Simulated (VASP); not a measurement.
# CuAu (R-3m) in VASP: further runs, part 2 of 2

VASP 6.6.1.

### Step 5. Single point, LDA

The input, INCAR:

```
SYSTEM = CuAu
  PREC = Accurate
  ENCUT = 600
  EDIFF = 1E-6
  ISMEAR = 1
  SIGMA = 0.05
  LREAL = .False.
  LASPH = .True.
  NELM = 120
  ALGO = Normal
  ISIF = 2
  LWAVE = .False.
  LCHARG = .False.
  GGA = CA
  NBANDS = 18
  GGA_COMPAT = .False.
```

The input, KPOINTS:

```
Automatic mesh
0
Gamma
  7 7 7
  0 0 0
```

The input, POSCAR:

```
CuAu
1.0
    1.4430570000      0.8331493474      4.2561706667
   -1.4430570000      0.8331493474      4.2561706667
    0.0000000000     -1.6662986948      4.2561706667
Cu Au
1 1
Direct
    0.5000000000      0.5000000000      0.5000000000
    0.0000000000      0.0000000000      0.0000000000
```

Potentials or basis: VASP PAW LDA potentials, release 64 (Cu, Au).

Run with:

```sh
$ cat potpaw_LDA.64/Cu/POTCAR potpaw_LDA.64/Au/POTCAR > POTCAR
$ mpirun -np 1 vasp_std > vasp.out
```

OUTCAR:

```text
SYSTEM = CuAu
   PREC = Accurate
   ENCUT = 600
   EDIFF = 1E-6
   ISMEAR = 1
   LREAL = .False.
   LASPH = .True.
   NELM = 120
   ISIF = 2
   GGA = CA

 ion  position               nearest neighbor table
   1  0.500  0.500  0.500-   2 2.70   2 2.70   2 2.70   2 2.70   2 2.70   2 2.70
   2  0.000  0.000  0.000-   1 2.70   1 2.70   1 2.70   1 2.70   1 2.70   1 2.70

  LATTYP: Found a trigonal (rhomboedric) cell.
 ALAT       =     4.5707264285
 COS(alpha) =     0.8006452854

  Lattice vectors:

 A1 = (   1.4430570000,   0.8331493474,   4.2561706667)
 A2 = (  -1.4430570000,   0.8331493474,   4.2561706667)
 A3 = (   0.0000000000,  -1.6662986948,   4.2561706667)

Analysis of symmetry for initial positions (statically):
=====================================================================
 Subroutine PRICEL returns:
 Original cell was already a primitive cell.

 Routine SETGRP: Setting up the symmetry group for a
 trigonal (rhombohedral) supercell.

 Subroutine GETGRP returns: Found 12 space group operations
 (whereof 12 operations were pure point group operations)
 out of a pool of 12 trial point group operations.

The static configuration has the point symmetry D_3d.

Analysis of symmetry for dynamics (positions and initial velocities):
=====================================================================
 Subroutine PRICEL returns:
 Original cell was already a primitive cell.

 Routine SETGRP: Setting up the symmetry group for a
 trigonal (rhombohedral) supercell.

 Subroutine GETGRP returns: Found 12 space group operations
 (whereof 12 operations were pure point group operations)
 out of a pool of 12 trial point group operations.

The dynamic configuration has the point symmetry D_3d.

 Subroutine INISYM returns: Found 12 space group operations
 (whereof 12 operations are pure point group operations),
 and found     1 'primitive' translations

----------------------------------------------------------------------------------------

                                     Primitive cell

  volume of cell :      30.7027

  direct lattice vectors                    reciprocal lattice vectors
     1.443057000  0.833149347  4.256170667     0.346486660  0.200044166  0.078317661
    -1.443057000  0.833149347  4.256170667    -0.346486660  0.200044166  0.078317661
     0.000000000 -1.666298695  4.256170667     0.000000000 -0.400088333  0.078317661

  length of vectors
     4.570726429  4.570726429  4.570726429     0.407681653  0.407681653  0.407681653

  position of ions in fractional coordinates (direct lattice)
     0.500000000  0.500000000  0.500000000
     0.000000000  0.000000000  0.000000000

  ion indices of the primitive-cell ions
   primitive index   ion index
                 1           1
                 2           2

----------------------------------------------------------------------------------------

 KPOINTS: Automatic mesh

Automatic generation of k-mesh.
 Grid dimensions read from file:
 generate k-points for:    7    7    7

 Generating k-lattice:

  Cartesian coordinates                     Fractional coordinates (reciprocal lattice)
     0.049498094  0.028577738  0.011188237     0.142857143  0.000000000  0.000000000
    -0.049498094  0.028577738  0.011188237     0.000000000  0.142857143  0.000000000
     0.000000000 -0.057155476  0.011188237     0.000000000  0.000000000  0.142857143

  Length of vectors
     0.058240236  0.058240236  0.058240236

  Shift w.r.t. Gamma in fractional coordinates (k-lattice)
     0.000000000  0.000000000  0.000000000

 Subroutine IBZKPT returns following result:
 ===========================================

 Found     44 irreducible k-points:

 Following reciprocal coordinates:
            Coordinates               Weight
  0.000000  0.000000  0.000000      1.000000
  0.142857  0.000000  0.000000      6.000000
  0.285714  0.000000  0.000000      6.000000
  0.428571  0.000000  0.000000      6.000000
  0.142857  0.142857  0.000000      6.000000
  0.285714  0.142857  0.000000     12.000000
[... 16 lines left out ...]
  0.285714  0.285714  0.142857      6.000000
  0.428571  0.285714  0.142857     12.000000
 [... further k-points ...]
   k-points           NKPTS =     44   k-points in BZ     NKDIM =     44   number of bands    NBANDS=     18
   number of dos      NEDOS =    301   number of ions     NIONS =      2
   total plane-waves  NPLWV =  64000
   dimension x,y,z NGX =    40 NGY =   40 NGZ =   40
   dimension x,y,z NGXF=    80 NGYF=   80 NGZF=   80
   ions per type =               1   1
   NGX,Y,Z   is equivalent  to a cutoff of  14.55, 14.55, 14.55 a.u.
   NGXF,Y,Z  is equivalent  to a cutoff of  29.10, 29.10, 29.10 a.u.
 SYSTEM =  CuAu
   PREC   = accura    normal or accurate (medium, high low for compatibility)
   ISTART =      0    job   : 0-new  1-cont  2-samecut
   ICHARG =      2    charge: 1-file 2-atom 10-const
   ISPIN  =      1    spin polarized calculation?
   LNONCOLLINEAR =      F non collinear calculations
   LSORBIT =      F    spin-orbit coupling
   LASPH  =      T    aspherical Exc in radial PAW
   ENCUT  =  600.0 eV  44.10 Ry    6.64 a.u.   9.13  9.13  9.13*2*pi/ulx,y,z
   NELM   =    120;   NELMIN=  2; NELMDL= -5     # of ELM steps
   EDIFF  = 0.1E-05   stopping-criterion for ELM
   LREAL  =      F    real-space projection
   EDIFFG = 0.1E-04   stopping-criterion for IOM
   NSW    =      0    number of steps for IOM
   IBRION =     -1    ionic relax: 0-MD 1-quasi-New 2-CG
   NFREE  =      0    steps in history (QN), initial steepest desc. (CG)
   ISIF   =      2    stress and relaxation
   ISYM   =      2    0-nonsym 1-usesym 2-fastsym
   POTIM  = 0.5000    time-step for ionic-motion
   TEBEG  =    0.0;   TEEND  =   0.0 temperature during run
   PSTRESS=    0.0 pullay stress
   NELECT =      22.0000    total number of electrons
   NUPDOWN=      -1.0000    fix difference up-down
   EMIN   =  10.00;   EMAX   =-10.00  energy-range for DOS
   EFERMI =   0.00;   METHOD = LEGACY
   ISMEAR =     1;   SIGMA  =   0.05  broadening in eV -4-tet -1-fermi 0-gaus
   EFERMI_NEDOS =   21; number of points for ismear=-14 and -15
   IALGO  =     38    algorithm
   IMIX   =      4    mixing-type and parameters
     AMIX     =   0.40;   BMIX     =  1.00
     AMIX_MAG =   1.60;   BMIX_MAG =  1.00
  volume/ion in A,a.u.               =      15.35       103.60
  Fermi-wavevector in a.u.,A,eV,Ry     =   1.464952  2.768359 29.199267  2.146086
  Thomas-Fermi vector in A             =   2.580867
   LORBIT       =      0    0 simple, 1 ext, 2 COOP (PROOUT), +10 PAW based schemes
   GGA     = CA    functional components
   LHFCALC =     F    Hartree Fock is set to
   AEXX    =    0.0000 exact exchange contribution
   IVDW    =     0    specifies the selected vdW correction
   LEPSILON=     F    determine dielectric tensor
   LRPA    =     F    only Hartree local field effects (RPA)
 non-spin polarized calculation
 Methfessel and Paxton  Order N= 1 SIGMA  =   0.05
  energy-cutoff  :      600.00
  volume of cell :       30.70
 maximum number of plane-waves:      1035
 NGX is ok and might be reduce to    40
   NGX = 19   NGY = 19   NGZ = 19

 number of electron      21.9999997 magnetization

 Free energy of the ion-electron system (eV)
  ---------------------------------------------------
  ext. energy  EPLUGINS =         0.00000000
  ---------------------------------------------------
  free energy    TOTEN  =        -9.00791867 eV

  energy without entropy =       -9.00699574  energy(sigma->0) =       -9.00761103

 E-fermi :   7.9595     XC(G=0): -12.6520

 val. band max:        7.9568757859   @ k =  -0.2857   0.4286   0.2857
 cond. band min:       7.9670394808   @ k =   0.4286   0.2857   0.1429
 fundamental gap:      0.0101636948
 Fermi energy:         7.9595448577

 k-point     1 :       0.0000    0.0000    0.0000
  band No.  band energies     occupation
      1      -1.6363      2.00000
      2       1.3816      2.00000
      3       3.0187      2.00000
      4       3.0187      2.00000
      5       4.0443      2.00000
      6       4.0443      2.00000
[... 10 lines left out ...]
     17      25.2738      0.00000
     18      27.7803      0.00000
[... 463 lines left out ...]
 k-point    24 :       0.4286    0.2857    0.1429
  band No.  band energies     occupation
      1       0.6067      2.00000
      2       2.1293      2.00000
      3       2.4784      2.00000
      4       3.0662      2.00000
      5       3.8962      2.00000
      6       4.4021      2.00000
[... 10 lines left out ...]
     17      24.5243      0.00000
     18      25.9831      0.00000

 [... further k-points ...]

------------------------ aborting loop because EDIFF is reached ----------------------------------------

  FORCE on cell =-STRESS in cart. coord.  units (eV):
  Direction    XX          YY          ZZ          XY          YZ          ZX
  --------------------------------------------------------------------------------------
  -------------------------------------------------------------------------------------
  Total       -2.7669644     -2.7669644     -1.6045934      0.0000000      0.0000000      0.0000000
  in kB     -144.3901353   -144.3901353    -83.7334440      0.0000000      0.0000000      0.0000000
  external PRESSURE =    -124.1712382 kB  Pullay stress =       0.0000000 kB

 VOLUME and BASIS-vectors are now :
 -----------------------------------------------------------------------------
  energy-cutoff  :      600.00
  volume of cell :       30.70
      direct lattice vectors                 reciprocal lattice vectors
     1.443057000  0.833149347  4.256170667     0.346486660  0.200044166  0.078317661
    -1.443057000  0.833149347  4.256170667    -0.346486660  0.200044166  0.078317661
     0.000000000 -1.666298695  4.256170667     0.000000000 -0.400088333  0.078317661

 POSITION                                       TOTAL-FORCE (eV/Angst)
 -----------------------------------------------------------------------------------
      0.00000      0.00000      6.38426         0.000000      0.000000     -0.000000
      0.00000      0.00000      0.00000        -0.000000     -0.000000      0.000000
 -----------------------------------------------------------------------------------
    total drift:                               -0.000000      0.000000     -0.000000

  FREE ENERGIE OF THE ION-ELECTRON SYSTEM (eV)
  ---------------------------------------------------
  free  energy   TOTEN  =        -9.0079186697 eV

  energy  without entropy=       -9.0069957394  energy(sigma->0) =       -9.00761103
```

stdout:

```text
POSCAR found type information on POSCAR CuAu
 POSCAR found :  2 types and       2 ions
 scaLAPACK will be used
 LDA part: xc-table for (Slater(with rela. corr.)+CA(PZ))
 , standard interpolation
 POSCAR, INCAR and KPOINTS ok, starting setup
 FFT: planning ... GRIDC
 FFT: planning ... GRID_SOFT
 FFT: planning ... GRID
 WAVECAR not read
 entering main loop
```

It took 40 s on 1 thread of Intel Xeon Platinum 8488C (Sapphire Rapids), shared host; peak memory 0.22 GiB.

Results:

* Free energy: -9.0079 eV
* Pressure: -12.4 GPa
* Band gap on the k mesh: zero (bands 11 and 12 overlap by 3.72 eV)

Stress tensor (GPa, compression positive):
```
-14.44   0.00   0.00
  0.00 -14.44   0.00
  0.00   0.00  -8.37
```

Caveat: the k points lie up to 0.37 Å⁻¹ apart, too coarse for converged energies and pressures of a metal; spin-orbit coupling is left out, which moves the levels of the heavy elements.

### Step 6. The runs side by side

| smearing | gap on the mesh (eV) | pressure (GPa) |
| --- | --- | --- |
| methfessel-paxton 0.3 eV | none | -12.4 |
| methfessel-paxton 0.2 eV | none | -12.4 |
| methfessel-paxton 0.1 eV | none | -12.4 |
| methfessel-paxton 0.05 eV | none | -12.4 |

Alike in all rows: task single point; level LDA; potentials or basis VASP PAW LDA potentials, release 64 (Cu, Au); no spin polarisation; cell as given; k mesh 7 × 7 × 7; cutoff (eV) 600.

Caveats: all runs use coarse meshes; spin-orbit coupling is left out, which moves the levels of the heavy elements; so wide a smearing shifts energies and pressures (at least some runs).

Total energies depend on the potentials used, so only differences within one code and one set of settings carry meaning.
